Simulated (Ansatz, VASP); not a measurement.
One calculation of Yb, two programs

File INCAR:

```
PREC = Accurate
ENCUT = 520
EDIFF = 1E-6
ISMEAR = 1
SIGMA = 0.2
LREAL = F
LASPH = T
NELM = 60
ALGO = Normal
ISIF = 2
LWAVE = F
LCHARG = F
GGA = CA
NBANDS = 18
```

File KPOINTS:

```
regular mesh
0
Gamma
  11 11 11
```

Contents of POSCAR:

```
Yb
1.0
    0.0000000000      2.4569516026      2.4569516026
    2.4569516026      0.0000000000      2.4569516026
    2.4569516026      2.4569516026      0.0000000000
Yb
1
Direct
    0.0000000000      0.0000000000      0.0000000000
```

Input for Ansatz:

```yaml
crystal:
  lattice:
    - [0.0, 2.4569516026, 2.4569516026]
    - [2.4569516026, 0.0, 2.4569516026]
    - [2.4569516026, 2.4569516026, 0.0]
  atoms:
    - { symbol: Yb, position: [0.0, 0.0, 0.0] }
hamiltonian:
  xc: lda
  pseudopotentials:
    kind: paw
    azcp:
      Yb: "pseudopotentials/Yb.paw.azcp"
basis:
  ecutwfc: 420
  fft_grid_basis: typed
kpoints:
  mp_grid: { grid: [11, 11, 11], shift: [0, 0, 0] }
magnetization:
  spin_polarized: false
scf:
  occupations: { method: cold, width: 0.2 }
  lower_state_search: "off"
output:
  stress: true
```

Alike in both runs: task single point; functional LDA; k mesh 11 × 11 × 11; no spin polarisation.

```csv
,VASP,Ansatz
version,VASP 6.6.1,Ansatz 0.2.0
potentials or method,"VASP PAW PBE potentials, release 64 (Yb), cutoff 520 eV","plane waves (420 eV) with PAW, scalar-relativistic"
occupations,"methfessel-paxton of order 1, width 0.2 eV","cold, width 0.2 eV"
valence electrons in the cell,24,24
```

```csv
,VASP,Ansatz,Ansatz less VASP
pressure (GPa),-0.6,-1.0,-0.40
```

VASP's potentials were made for PBE, not for LDA, and Ansatz warns of the same on its side. LDA's correlation is that of Perdew and Zunger in VASP and of Perdew and Wang (1992) in Ansatz.

Spin-orbit coupling is off throughout.
